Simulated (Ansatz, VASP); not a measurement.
## In2Au: VASP beside Ansatz

```
In Au
1.0
     0.00000    3.25100    3.25100
     3.25100    0.00000    3.25100
     3.25100    3.25100    0.00000
In Au
2 1
Direct
  0.25000 0.25000 0.25000
  0.75000 0.75000 0.75000
  0.00000 0.00000 0.00000
```

Alike in both runs: task electric field gradients; functional LDA; k mesh 10 × 10 × 10; occupations fermi-dirac, width 0.05 eV; no spin polarisation.

|  | VASP | Ansatz |
| --- | --- | --- |
| version | VASP 6.6.1 | Ansatz 0.2.0 |
| potentials or method | VASP PAW LDA potentials, release 64 (In_d, Au) | PAW with Ansatz's default frozen-core files, scalar-relativistic |
| plane-wave cutoff (eV) | 520 | 420 |
| valence electrons in the cell | 37 | 45 |

|  | VASP | Ansatz | Ansatz less VASP |
| --- | --- | --- | --- |
| pressure (GPa) | -1.2 | -1.3 | -0.11 |

LDA's correlation is that of Perdew and Zunger in VASP and of Perdew and Wang (1992) in Ansatz. VASP's potentials hold 37 valence electrons a cell and Ansatz's 45, so a difference there can come from the potentials and not from the codes.

Spin-orbit coupling is off throughout.
